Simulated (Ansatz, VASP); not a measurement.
**One calculation of CaC, two programs**

INCAR

```
ALGO = Fast
EDIFF = 1E-6
EDIFFG = -0.01
ENCUT = 600
GGA = PE
IBRION = 2
ISIF = 3
ISMEAR = 0
LASPH = T
LCHARG = F
LREAL = F
LWAVE = F
NELM = 100
NSW = 100
PREC = Accurate
SIGMA = 0.1
```

File KPOINTS:

```
k-points
0
Gamma
  12 12 6
```

File POSCAR:

```
CaC
1.0
    3.8529296447      0.0000000000      0.0000000000
   -1.9264648224      3.3367349513      0.0000000000
    0.0000000000      0.0000000000      7.2639997527
Ca C
2 2
Direct
    0.3333333333      0.6666666667      0.7388463136
    0.6666666667      0.3333333333      0.2611536864
    0.0000000000      0.0000000000      0.9124632049
    0.0000000000      0.0000000000      0.0875367951
```

Input for Ansatz:

```yaml
crystal:
  lattice:
    - [3.8529296447, 0.0, 0.0]
    - [-1.9264648224, 3.3367349513, 0.0]
    - [0.0, 0.0, 7.2639997527]
  atoms:
    - { symbol: Ca, position: [0.3333333333, 0.6666666667, 0.7388463136] }
    - { symbol: Ca, position: [0.6666666667, 0.3333333333, 0.2611536864] }
    - { symbol: C, position: [0.0, 0.0, 0.9124632049] }
    - { symbol: C, position: [0.0, 0.0, 0.0875367951] }
basis:
  ecutwfc: 420
kpoints:
  mp_grid: { grid: [12, 12, 6] }
hamiltonian:
  xc: pbe
scf:
  occupations: { method: gaussian, width: 0.1 }
output:
  forces: true
  stress: true
  eigenvalues: true
  write_density: true
  write_potential: true
  elf: true
  volumetric_format: npy
relax:
  adjacent_minimum: "off"
  f_tol: 0.01
  max_steps: 80
  cell: { stress_tol: 0.05 }
```

Alike in both runs: task relaxation of cell and atoms; functional PBE; k mesh 12 × 12 × 6; occupations gaussian, width 0.1 eV; no spin polarisation.

|  | VASP | Ansatz |
| --- | --- | --- |
| version | VASP 6.6.1 | Ansatz 0.2.0 |
| potentials or method | VASP PAW PBE potentials, release 64 (Ca_sv, C), cutoff 600 eV | scalar-relativistic, plane waves, PAW |
| valence electrons in the cell | 28 | 28 |

VASP gave:

```
gap on the k mesh at the Fermi level, each at its own relaxed structure (eV)  : none
relaxed volume (Å³/atom)                                                      : 23.46
relaxed length of the cell vector where the two differ most in proportion (Å) : 7.253
```

Task: What did Ansatz give for the same quantities?

Result: gap on the k mesh at the Fermi level, each at its own relaxed structure (eV): none; relaxed volume (Å³/atom): 23.44; relaxed length of the cell vector where the two differ most in proportion (Å): 7.262.

A gap of «none» marks a metal or a gap that the smearing closes.
